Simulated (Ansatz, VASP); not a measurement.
TlCuI3: VASP beside Ansatz

File INCAR:

```
SYSTEM = TlCuI3
ALGO = Normal
EDIFF = 1E-7
ENCUT = 520
GGA = PE
ISIF = 2
ISMEAR = 0
LASPH = .True.
LCHARG = .False.
LREAL = .False.
LWAVE = .False.
NBANDS = 30
NELM = 80
PREC = Accurate
SIGMA = 0.1
```

File KPOINTS:

```
k-points
0
Gamma
  4 4 4
  0 0 0
```

The input POSCAR:

```
TlCuI3
1.0
    5.5463788000      0.0000000000      0.0000000000
    0.0000000000      5.5463788000      0.0000000000
    0.0000000000      0.0000000000      5.5463788000
Tl Cu I
1 1 3
Direct
    0.5000000000      0.5000000000      0.5000000000
    0.0000000000      0.0000000000      0.0000000000
    0.5000000000      0.0000000000      0.0000000000
    0.0000000000      0.5000000000      0.0000000000
    0.0000000000      0.0000000000      0.5000000000
```

Input for Ansatz:

```yaml
crystal:
  lattice:
    - [5.5463788, 0.0, 0.0]
    - [0.0, 5.5463788, 0.0]
    - [0.0, 0.0, 5.5463788]
  atoms:
    - { symbol: Tl, position: [0.5, 0.5, 0.5] }
    - { symbol: Cu, position: [0.0, 0.0, 0.0] }
    - { symbol: I, position: [0.5, 0.0, 0.0] }
    - { symbol: I, position: [0.0, 0.5, 0.0] }
    - { symbol: I, position: [0.0, 0.0, 0.5] }
basis:
  ecutwfc: 420
kpoints:
  mp_grid: { grid: [4, 4, 4] }
hamiltonian:
  xc: pbe
scf:
  occupations: { method: gaussian, width: 0.1 }
  lower_state_search: "off"
output:
  forces: true
  stress: true
  eigenvalues: true
```

Alike in both runs: task single point; functional PBE; k mesh 4 × 4 × 4; occupations gaussian, width 0.1 eV; no spin polarisation.

|  | VASP | Ansatz |
| --- | --- | --- |
| version | VASP 6.6.1 | Ansatz 0.2.0 |
| potentials or method | VASP PAW PBE potentials, release 64 (Tl_d, Cu, I), cutoff 520 eV | scalar-relativistic, plane waves, PAW |
| valence electrons in the cell | 45 | 83 |

|  | VASP | Ansatz | Ansatz less VASP |
| --- | --- | --- | --- |
| gap on the k mesh at the Fermi level (eV) | none | none | - |
| pressure (GPa) | 0.2 | 0.2 | 0.00 |

A gap of «none» marks a metal or a gap that the smearing closes. The functional is the same, so the differences come from potentials, cutoffs and numerics. VASP's potentials hold 45 valence electrons a cell and Ansatz's 83, so a difference there can come from the potentials and not from the codes.

Spin-orbit coupling is off throughout.
